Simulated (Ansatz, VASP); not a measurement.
Two plane-wave programs on Ag

```xyz
6
Lattice="0.0000 3.9860 3.9860 3.9860 0.0000 3.9860 3.9860 3.9860 0.0000" Properties=species:S:1:pos:R:3 pbc="T T T"
Ag    1.9931    3.9860    3.9860
Ag    5.9788    3.9860    3.9860
Ag    3.9860    1.9931    3.9860
Ag    3.9860    5.9788    3.9860
Ag    3.9860    3.9860    1.9931
Ag    3.9860    3.9860    5.9788
```

Alike in both runs: functional PBE; k mesh 4 × 4 × 4; occupations gaussian, width 0.1 eV; no spin polarisation.

Ansatz relaxed the structure, and its values are those at the end. VASP's run is a single point on that final structure, the one shown.

|  | VASP | Ansatz |
| --- | --- | --- |
| version | VASP 6.6.1 | Ansatz 0.2.0 |
| potentials or method | VASP PAW PBE potentials, release 64 (Ag), cutoff 520 eV | scalar-relativistic, plane waves, PAW |
| valence electrons in the cell | 66 | 114 |

```csv
,VASP,Ansatz,Ansatz less VASP
gap on the k mesh at the Fermi level (eV),none,none,-
pressure (GPa),0.0,0.1,+0.08
```

A gap of «none» marks a metal or a gap that the smearing closes. The functional is the same, so the differences come from potentials, cutoffs and numerics. VASP's potentials hold 66 valence electrons a cell and Ansatz's 114, so a difference there can come from the potentials and not from the codes.
